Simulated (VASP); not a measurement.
# LiH (Fm-3m) in VASP: further runs, part 2 of 2

VASP 6.6.1. The steps go on from the part before.

**4. Single point, PBE (strain +0.040 along x and y, +0.040 along z)**

File INCAR:

```
SYSTEM = LiH
  ALGO = Normal
  EDIFF = 1E-6
  ENCUT = 520
  GGA = PE
  ISIF = 2
  ISMEAR = 0
  LASPH = .TRUE.
  LCHARG = .TRUE.
  LELF = .TRUE.
  LREAL = .FALSE.
  LVHAR = .TRUE.
  LWAVE = .FALSE.
  NBANDS = 9
  NELM = 100
  PREC = Accurate
  SIGMA = 0.05
```

File KPOINTS:

```
k-points
0
G
  10 10 10
  0 0 0
```

File POSCAR:

```
LiH
1.0
    0.0000000000      2.1138000000      2.1138000000
    2.1138000000      0.0000000000      2.1138000000
    2.1138000000      2.1138000000      0.0000000000
Li H
1 1
Direct
    0.0000000000      0.0000000000      0.0000000000
    0.5000000000      0.5000000000      0.5000000000
```

Potentials or basis: VASP PAW PBE potentials, release 64 (Li_sv, H).

Launch:

```
$ cat potpaw_PBE.64/Li_sv/POTCAR potpaw_PBE.64/H/POTCAR > POTCAR
$ mpirun -np 1 vasp_std > vasp.out
```

OUTCAR:

```text
SYSTEM = LiH
   EDIFF = 1E-6
   ENCUT = 520
   GGA = PE
   ISIF = 2
   ISMEAR = 0
   LASPH = .TRUE.
   LREAL = .FALSE.
   NELM = 100
   PREC = Accurate

 ion  position               nearest neighbor table
   1  0.000  0.000  0.000-
   2  0.500  0.500  0.500-

  LATTYP: Found a face centered cubic cell.
 ALAT       =     4.2276000000

  Lattice vectors:

 A1 = (   0.0000000000,   2.1138000000,   2.1138000000)
 A2 = (   2.1138000000,   0.0000000000,   2.1138000000)
 A3 = (   2.1138000000,   2.1138000000,   0.0000000000)

Analysis of symmetry for initial positions (statically):
=====================================================================
 Subroutine PRICEL returns:
 Original cell was already a primitive cell.

 Routine SETGRP: Setting up the symmetry group for a
 face centered cubic supercell.

 Subroutine GETGRP returns: Found 48 space group operations
 (whereof 48 operations were pure point group operations)
 out of a pool of 48 trial point group operations.

The static configuration has the point symmetry O_h .

Analysis of symmetry for dynamics (positions and initial velocities):
=====================================================================
 Subroutine PRICEL returns:
 Original cell was already a primitive cell.

 Routine SETGRP: Setting up the symmetry group for a
 face centered cubic supercell.

 Subroutine GETGRP returns: Found 48 space group operations
 (whereof 48 operations were pure point group operations)
 out of a pool of 48 trial point group operations.

The dynamic configuration has the point symmetry O_h .

 Subroutine INISYM returns: Found 48 space group operations
 (whereof 48 operations are pure point group operations),
 and found     1 'primitive' translations

----------------------------------------------------------------------------------------

                                     Primitive cell

  volume of cell :      18.8896
[... 108 lines left out ...]
     AMIX     =   0.40;   BMIX     =  1.00
     AMIX_MAG =   1.60;   BMIX_MAG =  1.00
  volume/ion in A,a.u.               =       9.44        63.74
  Fermi-wavevector in a.u.,A,eV,Ry     =   0.975785  1.843967 12.954882  0.952157
  Thomas-Fermi vector in A             =   2.106352
   LORBIT       =      0    0 simple, 1 ext, 2 COOP (PROOUT), +10 PAW based schemes
   GGA     = PE    functional components
   LHFCALC =     F    Hartree Fock is set to
   AEXX    =    0.0000 exact exchange contribution
   IVDW    =     0    specifies the selected vdW correction
   LEPSILON=     F    determine dielectric tensor
   LRPA    =     F    only Hartree local field effects (RPA)
 non-spin polarized calculation
 Gauss-broadening in eV      SIGMA  =   0.05
  energy-cutoff  :      520.00
  volume of cell :       18.89
 maximum number of plane-waves:       531
 NGX is ok and might be reduce to    24
   NGX = 11   NGY = 11   NGZ = 11

 number of electron       3.9999997 magnetization

 Free energy of the ion-electron system (eV)
  ---------------------------------------------------
  ext. energy  EPLUGINS =         0.00000000
  ---------------------------------------------------
  free energy    TOTEN  =        -6.08341599 eV

  energy without entropy =       -6.08341599  energy(sigma->0) =       -6.08341599

 E-fermi :  -0.3471     XC(G=0):  -8.0115

 val. band max:       -0.5930997925   @ k =   0.5000   0.5000   0.0000
 cond. band min:       2.4798644879   @ k =   0.5000   0.5000   0.0000
 fundamental gap:      3.0729642804
 Fermi energy:        -0.3471109311

 k-point     1 :       0.0000    0.0000    0.0000
  band No.  band energies     occupation
      1     -45.0791      2.00000
      2      -5.4398      2.00000
      3      13.5477      0.00000
      4      15.7340      0.00000
      5      15.7341      0.00000
      6      15.7341      0.00000
      7      20.1698      0.00000
      8      20.1698      0.00000
      9      20.1698      0.00000
[... 265 lines left out ...]
 k-point    24 :       0.4000    0.3000    0.0000
  band No.  band energies     occupation
      1     -45.0528      2.00000
      2      -2.5732      2.00000
      3       5.6412      0.00000
      4       9.1529      0.00000
      5      10.3463      0.00000
      6      14.2213      0.00000
      7      15.2044      0.00000
      8      26.1300      0.00000
      9      26.7151      0.00000

 [... further k-points ...]
[... 5 lines left out ...]
  --------------------------------------------------------------------------------------
  -------------------------------------------------------------------------------------
  Total       -0.5463916     -0.5463916     -0.5463916      0.0000000      0.0000000      0.0000000
  in kB      -46.3439330    -46.3439330    -46.3439330      0.0000000      0.0000000      0.0000000
  external PRESSURE =     -46.3439330 kB  Pullay stress =       0.0000000 kB

 VOLUME and BASIS-vectors are now :
 -----------------------------------------------------------------------------
  energy-cutoff  :      520.00
  volume of cell :       18.89
      direct lattice vectors                 reciprocal lattice vectors
     0.000000000  2.113800000  2.113800000    -0.236540827  0.236540827  0.236540827
     2.113800000  0.000000000  2.113800000     0.236540827 -0.236540827  0.236540827
     2.113800000  2.113800000  0.000000000     0.236540827  0.236540827 -0.236540827

 POSITION                                       TOTAL-FORCE (eV/Angst)
 -----------------------------------------------------------------------------------
      0.00000      0.00000      0.00000        -0.000000     -0.000000     -0.000000
      2.11380      2.11380      2.11380         0.000000      0.000000      0.000000
 -----------------------------------------------------------------------------------
    total drift:                                0.000000     -0.000000     -0.000000

  FREE ENERGIE OF THE ION-ELECTRON SYSTEM (eV)
  ---------------------------------------------------
  free  energy   TOTEN  =        -6.0834159924 eV

  energy  without entropy=       -6.0834159924  energy(sigma->0) =       -6.08341599
```

stdout:

```text
POSCAR found type information on POSCAR LiH
 POSCAR found :  2 types and       2 ions
 scaLAPACK will be used
 LDA part: xc-table for (Slater+PW92), standard interpolation
 POSCAR, INCAR and KPOINTS ok, starting setup
 FFT: planning ... GRIDC
 FFT: planning ... GRID_SOFT
 FFT: planning ... GRID
 WAVECAR not read
 entering main loop
```

Run time: 4.2 s. Hardware: 1 thread of Intel Xeon 6975P-C, shared host; peak memory 0.13 GiB.

What came out:

```
Free energy            : -6.0834 eV
Band gap on the k mesh : 3.07 eV, direct
```

Caveat: the cell differs from its parent crystal (strain +0.040 along x and y, +0.040 along z); the cutoff is under 1.25 times the usual one of these potentials, so pressure, stress and relaxed cells hold a basis-set (Pulay) error.

**5. Single point, PBE (strain +0.080 along x and y, +0.080 along z)**

File INCAR:

```
SYSTEM = LiH
PREC = Accurate ; ENCUT = 520
EDIFF = 1E-6 ; ISMEAR = 0
SIGMA = 0.05 ; LREAL = .FALSE.
LASPH = .TRUE. ; NELM = 60
ALGO = Normal ; ISIF = 2
LWAVE = .FALSE. ; LCHARG = .TRUE.
GGA = PE ; LELF = .TRUE.
LVHAR = .TRUE. ; NBANDS = 9
```

File KPOINTS:

```
Automatic mesh
0
G
  10 10 10
  0 0 0
```

File POSCAR:

```
LiH
1.0
    0.0000000000      2.1951000000      2.1951000000
    2.1951000000      0.0000000000      2.1951000000
    2.1951000000      2.1951000000      0.0000000000
Li H
1 1
Direct
    0.0000000000      0.0000000000      0.0000000000
    0.5000000000      0.5000000000      0.5000000000
```

Launch:

```
$ cat potpaw_PBE.64/Li_sv/POTCAR potpaw_PBE.64/H/POTCAR > POTCAR
$ mpirun -np 1 vasp_std > vasp.out
```

Run time: 5.5 s. Hardware: 1 thread of Intel Xeon 6975P-C, shared host; peak memory 0.13 GiB.

It converged, with:

```yaml
Free_energy: -6.0065 eV
Band_gap_on_the_k_mesh: 3.12 eV, direct
```

Levels at points of the mesh, in eV from the valence-band top:
```tsv
k point	band 1	band 2	band 3	band 4	band 5	band 6	band 7
(0.00, 0.00, 0.00)	-44.67	-4.45	12.90	15.30	15.30	15.30	19.55
(0.50, 0.00, 0.00)	-44.65	-1.94	4.32	11.49	14.18	14.18	16.56
(0.50, 0.50, 0.00)	-44.65	0.00	3.12	9.55	9.55	12.40	13.81
```

Caveat: the cell differs from its parent crystal (strain +0.080 along x and y, +0.080 along z); the cutoff is under 1.25 times the usual one of these potentials, so pressure, stress and relaxed cells hold a basis-set (Pulay) error. A k mesh can miss the band edges.

**6. Summary**

```csv
cell,gap on the mesh (eV)
"a = 2.644 Å, angles 60.0°, 2 atoms",2.78
"a = 2.759 Å, angles 60.0°, 2 atoms",2.91
"a = 2.989 Å, angles 60.0°, 2 atoms",3.07
"a = 3.104 Å, angles 60.0°, 2 atoms",3.12
```

Alike in all rows: task single point; level PBE; potentials or basis VASP PAW PBE potentials, release 64 (Li_sv, H); no spin polarisation; k mesh 10 × 10 × 10; cutoff (eV) 520; smearing gaussian 0.05 eV.

Caveats: the cutoff is under 1.25 times the usual one of these potentials, so pressure, stress and relaxed cells hold a basis-set (Pulay) error.

Absolute energies hang on the potentials; compare differences alone.
